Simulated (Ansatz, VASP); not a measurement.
# V in VASP and in Ansatz

Contents of INCAR:

```
PREC     = Accurate       # precision mode
ENCUT    = 520            # plane-wave cutoff, eV
EDIFF    = 1E-7           # SCF threshold, eV
ISMEAR   = 0              # smearing method
SIGMA    = 0.05           # smearing width, eV
LREAL    = F              # projectors in reciprocal space
LASPH    = T              # aspherical terms in the spheres
NELM     = 150            # most SCF steps
ALGO     = Normal         # electronic algorithm
ISIF     = 2              # what is computed and relaxed
LWAVE    = F              # write WAVECAR
LCHARG   = F              # write CHGCAR
ISPIN    = 2              # spin polarisation
MAGMOM   = 0.05           # initial moments
LORBIT   = 11             # projections on sites
LMAXMIX  = 4              # l up to which the mixer works
GGA      = PS             # functional
NBANDS   = 16             # bands
```

File KPOINTS:

```
regular mesh
0
Gamma
  20 20 20
```

File POSCAR:

```
V
1.0
   -1.4728035427      1.4728035427      1.4728035427
    1.4728035427     -1.4728035427      1.4728035427
    1.4728035427      1.4728035427     -1.4728035427
V
1
Direct
    0.0000000000      0.0000000000      0.0000000000
```

Input for Ansatz:

```yaml
crystal:
  lattice:
    - [-1.4728035427, 1.4728035427, 1.4728035427]
    - [1.4728035427, -1.4728035427, 1.4728035427]
    - [1.4728035427, 1.4728035427, -1.4728035427]
  atoms:
    - { symbol: V, position: [0.0, 0.0, 0.0], spin: 0.05 }
basis:
  ecutwfc: 420
  ecutrho_ratio: 4
kpoints:
  mp_grid: { grid: [20, 20, 20] }
hamiltonian:
  xc: pbesol
scf:
  occupations: { method: gaussian, width: 0.05 }
output:
  forces: true
  stress: true
  eigenvalues: true
  populations: true
magnetization:
  spin_polarized: true
```

Alike in both runs: task single point; functional PBEsol; k mesh 20 × 20 × 20; occupations gaussian, width 0.05 eV; collinear spin.

|  | VASP | Ansatz |
| --- | --- | --- |
| version | VASP 6.6.1 | Ansatz 0.2.0 |
| potentials or method | VASP PAW PBE potentials, release 64 (V_sv), cutoff 520 eV | scalar-relativistic, plane waves, PAW |
| valence electrons in the cell | 13 | 13 |

|  | VASP | Ansatz | Ansatz less VASP |
| --- | --- | --- | --- |
| pressure (GPa) | 2.9 | 2.7 | -0.24 |
| net moment per atom (μB) | 0.00 | 0.00 | 0.000 |

VASP's potentials were made for PBE, not for PBEsol. The functional is the same, so the differences come from potentials, cutoffs and numerics. Ansatz's warnings: seeded moment not kept.
